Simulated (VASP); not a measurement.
# CaO (Fm-3m) in VASP: a series of runs

CaO is run at these levels: PBEsol; tasks: vibrations by perturbation theory.

Everything below comes from runs of VASP 6.6.1. Logs are shortened: lines on timing, memory, paths and dates and some standing lists are left out, and cuts for length are marked.

## Step 1: The cell of the first run

Symmetry: Fm-3m, No. 225, cubic system. Conventional cell: a = 4.719 Å, b = 4.719 Å, c = 4.719 Å, α = 90.00°, β = 90.00°, γ = 90.00°. Within 3.1 Å of Ca (site symmetry m-3m) lie 6 O at 2.36 Å. O (site symmetry m-3m) has 6 Ca at 2.36 Å within 3.1 Å.

## Step 2: Vibrations by perturbation theory, PBEsol (13.14 Å³/atom)

INCAR

```
SYSTEM = CaO
ALGO = Normal ; EDIFF = 1E-8
ENCUT = 520 ; GGA = PS
IBRION = 8 ; ISIF = 2
ISMEAR = 0 ; LASPH = .TRUE.
LCHARG = .FALSE. ; LREAL = .FALSE.
LWAVE = .FALSE. ; NELM = 60
NSW = 1 ; PREC = Accurate
SIGMA = 0.01
```

KPOINTS

```
k-points
0
G
  8 8 8
  0 0 0
```

POSCAR

```
CaO
1.0
    0.0000000000      2.3595001392      2.3595001392
    2.3595001392      0.0000000000      2.3595001392
    2.3595001392      2.3595001392      0.0000000000
Ca O
1 1
Direct
    0.0000000000      0.0000000000      0.0000000000
    0.5000000000      0.5000000000      0.5000000000
```

Potentials or basis: VASP PAW PBE potentials, release 64 (Ca_sv, O).

The run is started by

```
> cat potpaw_PBE.64/Ca_sv/POTCAR potpaw_PBE.64/O/POTCAR > POTCAR
> mpirun -np 1 vasp_std > vasp.out
```

OUTCAR:

```text
SYSTEM = CaO
   EDIFF = 1E-8
   ENCUT = 520
   GGA = PS
   IBRION = 8
   ISIF = 2
   ISMEAR = 0
   LASPH = .TRUE.
   LREAL = .FALSE.
   NELM = 60
   NSW = 1
   PREC = Accurate

 ion  position               nearest neighbor table
   1  0.000  0.000  0.000-   2 2.36   2 2.36   2 2.36   2 2.36   2 2.36   2 2.36
   2  0.500  0.500  0.500-   1 2.36   1 2.36   1 2.36   1 2.36   1 2.36   1 2.36

  LATTYP: Found a face centered cubic cell.
 ALAT       =     4.7190002784

  Lattice vectors:

 A1 = (   0.0000000000,   2.3595001392,   2.3595001392)
 A2 = (   2.3595001392,   0.0000000000,   2.3595001392)
 A3 = (   2.3595001392,   2.3595001392,   0.0000000000)

Analysis of symmetry for initial positions (statically):
=====================================================================
 Subroutine PRICEL returns:
 Original cell was already a primitive cell.

 Routine SETGRP: Setting up the symmetry group for a
 face centered cubic supercell.

 Subroutine GETGRP returns: Found 48 space group operations
 (whereof 48 operations were pure point group operations)
 out of a pool of 48 trial point group operations.

The static configuration has the point symmetry O_h .

Analysis of symmetry for dynamics (positions and initial velocities):
=====================================================================
 Subroutine PRICEL returns:
 Original cell was already a primitive cell.

 Routine SETGRP: Setting up the symmetry group for a
 face centered cubic supercell.

 Subroutine GETGRP returns: Found 48 space group operations
 (whereof 48 operations were pure point group operations)
 out of a pool of 48 trial point group operations.

The dynamic configuration has the point symmetry O_h .

 Subroutine INISYM returns: Found 48 space group operations
 (whereof 48 operations are pure point group operations),
 and found     1 'primitive' translations

----------------------------------------------------------------------------------------

                                     Primitive cell

  volume of cell :      26.2718

  direct lattice vectors                    reciprocal lattice vectors
     0.000000000  2.359500139  2.359500139    -0.211909290  0.211909290  0.211909290
     2.359500139  0.000000000  2.359500139     0.211909290 -0.211909290  0.211909290
     2.359500139  2.359500139  0.000000000     0.211909290  0.211909290 -0.211909290

  length of vectors
     3.336837097  3.336837097  3.336837097     0.367037657  0.367037657  0.367037657

  position of ions in fractional coordinates (direct lattice)
     0.000000000  0.000000000  0.000000000
     0.500000000  0.500000000  0.500000000

  ion indices of the primitive-cell ions
   primitive index   ion index
                 1           1
                 2           2

----------------------------------------------------------------------------------------

 KPOINTS: k-points

Automatic generation of k-mesh.
 Grid dimensions read from file:
 generate k-points for:    8    8    8

 Generating k-lattice:

  Cartesian coordinates                     Fractional coordinates (reciprocal lattice)
    -0.026488661  0.026488661  0.026488661     0.125000000  0.000000000  0.000000000
     0.026488661 -0.026488661  0.026488661     0.000000000  0.125000000  0.000000000
     0.026488661  0.026488661 -0.026488661     0.000000000  0.000000000  0.125000000

  Length of vectors
     0.045879707  0.045879707  0.045879707

[... 84 lines left out ...]
 non-spin polarized calculation
 Gauss-broadening in eV      SIGMA  =   0.01
  energy-cutoff  :      520.00
  volume of cell :       26.27
 maximum number of plane-waves:       725
 NGX is ok and might be reduce to    28
   NGX = 13   NGY = 13   NGZ = 13

--------------------------------------- Ionic step        1  -------------------------------------------

 number of electron      15.9999998 magnetization

 Free energy of the ion-electron system (eV)
  ---------------------------------------------------
  ext. energy  EPLUGINS =         0.00000000
  ---------------------------------------------------
  free energy    TOTEN  =       -13.39693177 eV

  energy without entropy =      -13.39693177  energy(sigma->0) =      -13.39693177

 E-fermi :   2.6187     XC(G=0): -11.0128

 val. band max:        2.5163237302   @ k =   0.0000   0.0000   0.0000
 cond. band min:       6.0183393687   @ k =   0.5000   0.5000   0.0000
 fundamental gap:      3.5020156385
 Fermi energy:         2.6186904100

 k-point     1 :       0.0000    0.0000    0.0000
  band No.  band energies     occupation
      1     -34.6540      2.00000
      2     -15.4493      2.00000
      3     -15.4493      2.00000
      4     -15.4493      2.00000
      5     -13.0364      2.00000
      6       2.5163      2.00000
      7       2.5163      2.00000
      8       2.5163      2.00000
      9       7.5361      0.00000
     10       8.8336      0.00000
     11       8.8336      0.00000
     12       8.8336      0.00000
[... 331 lines left out ...]
 k-point    24 :      -0.3750    0.2500    0.1250
  band No.  band energies     occupation
      1     -34.4962      2.00000
      2     -16.5964      2.00000
      3     -15.7471      2.00000
      4     -15.6048      2.00000
      5     -11.9003      2.00000
      6       0.3349      2.00000
      7       1.3164      2.00000
      8       1.3647      2.00000
      9       9.4335      0.00000
     10       9.4986      0.00000
     11      11.6242      0.00000
     12      11.8860      0.00000

 [... further k-points ...]

------------------------ aborting loop because EDIFF is reached ----------------------------------------

  FORCE on cell =-STRESS in cart. coord.  units (eV):
  Direction    XX          YY          ZZ          XY          YZ          ZX
  --------------------------------------------------------------------------------------
  -------------------------------------------------------------------------------------
  Total        0.7395132      0.7395132      0.7395132      0.0000000      0.0000000      0.0000000
  in kB       45.0989551     45.0989551     45.0989551      0.0000000      0.0000000      0.0000000
  external PRESSURE =      45.0989551 kB  Pullay stress =       0.0000000 kB

 VOLUME and BASIS-vectors are now :
 -----------------------------------------------------------------------------
  energy-cutoff  :      520.00
  volume of cell :       26.27
      direct lattice vectors                 reciprocal lattice vectors
     0.000000000  2.359500139  2.359500139    -0.211909290  0.211909290  0.211909290
     2.359500139  0.000000000  2.359500139     0.211909290 -0.211909290  0.211909290
     2.359500139  2.359500139  0.000000000     0.211909290  0.211909290 -0.211909290

 POSITION                                       TOTAL-FORCE (eV/Angst)
 -----------------------------------------------------------------------------------
      0.00000      0.00000      0.00000         0.000000      0.000000      0.000000
      2.35950      2.35950      2.35950        -0.000000     -0.000000     -0.000000
 -----------------------------------------------------------------------------------
    total drift:                                0.000000      0.000000      0.000000

  FREE ENERGIE OF THE ION-ELECTRON SYSTEM (eV)
  ---------------------------------------------------
  free  energy   TOTEN  =       -13.3969317701 eV

  energy  without entropy=      -13.3969317701  energy(sigma->0) =      -13.39693177

[... ionic steps 2 to 3 ...]

--------------------------------------- Ionic step        4  -------------------------------------------

------------------------ aborting loop because EDIFF is reached ----------------------------------------

[... ionic steps 5 to 6 ...]

--------------------------------------- Ionic step        7  -------------------------------------------

 Free energy of the ion-electron system (eV)
  ---------------------------------------------------
  ---------------------------------------------------
  free energy    TOTEN  =        -0.36194205 eV

  energy without entropy =       -0.36194205

------------------------ aborting loop because EDIFF is reached ----------------------------------------

 INTERNAL STRAIN TENSOR  FOR ION    2  DIRECTION 1   (eV/Angst):
 -----------------------------------------------------------------------------
     0.02024 -0.00000  0.00000
     0.00000 -0.01122  0.00000
    -0.00000  0.00000 -0.01122

 INTERNAL STRAIN TENSOR FOR ION    2 for displacements in x,y,z  (eV/Angst):
          X           Y           Z          XY          YZ          ZX
  --------------------------------------------------------------------------------
  x     0.00000     0.00000     0.00000     0.00000     0.00000     0.00000
  y     0.00000     0.00000     0.00000     0.00000     0.00000     0.00000
  z     0.00000     0.00000     0.00000     0.00000     0.00000     0.00000

 SECOND DERIVATIVES (NOT SYMMETRIZED)
 ------------------------------------
               1X          1Y          1Z          2X          2Y          2Z
  1X    -3.850931    0.000000    0.000000    3.850931    0.000000    0.000000
  1Y     0.000000   -3.850931    0.000000    0.000000    3.850931    0.000000
  1Z     0.000000    0.000000   -3.850931    0.000000    0.000000    3.850931
  2X     3.825593    0.000000    0.000000   -3.825593    0.000000    0.000000
  2Y     0.000000    3.825593    0.000000    0.000000   -3.825593    0.000000
  2Z     0.000000    0.000000    3.825593    0.000000    0.000000   -3.825593

 Eigenvectors and eigenvalues of the dynamical matrix
 ----------------------------------------------------

   1 f  =    9.050942 THz    56.868747 2PiTHz  301.906935 cm-1    37.431672 meV
             X         Y         Z           dx          dy          dz
      0.000000  0.000000  0.000000    -0.535412    0.000000    0.000000
      2.359500  2.359500  2.359500     0.844591    0.000000    0.000000
[... 21 lines left out ...]
   6 f/i=    0.013509 THz     0.084883 2PiTHz    0.450627 cm-1     0.055871 meV
             X         Y         Z           dx          dy          dz
      0.000000  0.000000  0.000000     0.000000    0.000000    0.844591
      2.359500  2.359500  2.359500     0.000000    0.000000    0.535412

--------------------------------------------------------------------------------------------------------

 ELASTIC MODULI CONTR FROM IONIC RELAXATION (kBar)
 Direction    XX          YY          ZZ          XY          YZ          ZX
 --------------------------------------------------------------------------------
 XX           0.0000      0.0000      0.0000      0.0000      0.0000      0.0000
 YY           0.0000      0.0000      0.0000      0.0000      0.0000      0.0000
 ZZ           0.0000      0.0000      0.0000      0.0000      0.0000      0.0000
 XY           0.0000      0.0000      0.0000      0.0000      0.0000      0.0000
 YZ           0.0000      0.0000      0.0000      0.0000      0.0000      0.0000
 ZX           0.0000      0.0000      0.0000      0.0000      0.0000      0.0000
 --------------------------------------------------------------------------------
```

It took 1.8 min on 1 thread of Intel Xeon 6975P-C (Granite Rapids), shared host; peak memory 0.21 GiB.

What came out:

```yaml
Highest_phonon_frequency_at_Γ_LO-TO_splitting_left_out: 302 cm⁻¹
```

Phonon frequencies in cm⁻¹ (negative: imaginary):
```
              q point        frequencies
(0.000, 0.000, 0.000)  0 0 0 302 302 302
```

Caveat: the cell stands under pressure or tension, which shifts response properties; the PAW data sets were made with another functional, which shifts forces and pressure a little.

[end of part 1 of 3]
